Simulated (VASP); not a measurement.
## ZnS: relaxation of cell and atoms with BLYP

The system is ZnS.

```
Zn S
1.0
     0.00000    2.70200    2.70200
     2.70200    0.00000    2.70200
     2.70200    2.70200    0.00000
Zn S
1 1
Direct
  0.75000 0.75000 0.75000
  0.00000 0.00000 0.00000
```

```json
{
 "Program": "VASP 6.6.1",
 "Task": "relaxation of cell and atoms",
 "Functional": "BLYP",
 "Potentials or basis": "VASP PAW PBE potentials, release 64 (Zn, S)",
 "Cutoff": "600 eV",
 "k mesh": "9 × 9 × 9",
 "Occupations": "fermi-dirac, width 0.05 eV",
 "Spin": "no spin polarisation",
 "Dipole correction": "no",
 "Further INCAR settings": "ALGO = Normal; EDIFF = 1e-06; IBRION = 2; EDIFFG = -0.01; NSW = 80; ISIF = 3"
}
```

The relaxed volume is 21.31 Å³/atom, the relaxed cell is a = 3.921 Å, b = 3.921 Å, c = 3.921 Å, α = 60.00°, β = 60.00°, γ = 60.00° and the space group after relaxing (to 0.05 Å) is F-43m (No. 216). The energy gained by relaxing is 25.3 meV/atom, the ionic steps are 5 and the pressure after relaxing is -0.1 GPa. The band gap on the k mesh is 1.77 eV, direct.

The path:
```
step  energy change (eV)  largest force (eV/Å)  pressure (GPa)  volume (Å³)
   1              0.0000                0.0000            5.53        39.45
   2             -0.0475                0.0000           -1.13        43.47
   3             -0.0507                0.0000            0.13        42.60
   4             -0.0507                0.0000           -0.10        42.69
   5             -0.0507                0.0000           -0.06        42.61
```

Final structure:
```xyz
2
Lattice="0.0000 2.7722 2.7722 2.7722 0.0000 2.7722 2.7722 2.7722 0.0000" Properties=species:S:1:pos:R:3 pbc="T T T"
Zn    4.1583    4.1583    4.1583
S     0.0000    0.0000    0.0000
```

Levels at points of the mesh, in eV from the valence-band top:
```
           k point  band 6  band 7  band 8  band 9  band 10  band 11  band 12  band 13
(0.00, 0.00, 0.00)   -5.77    0.00    0.00    0.00     1.77     6.47     6.47     6.47
```

Run time: 3 min on 1 thread of Intel Xeon 8259CL (shared host), peak memory 0.19 GiB.

Caveat: the PAW data sets were made with another functional, which shifts forces and pressure a little. A hybrid or GW would open this gap; BLYP tends to underestimate it.
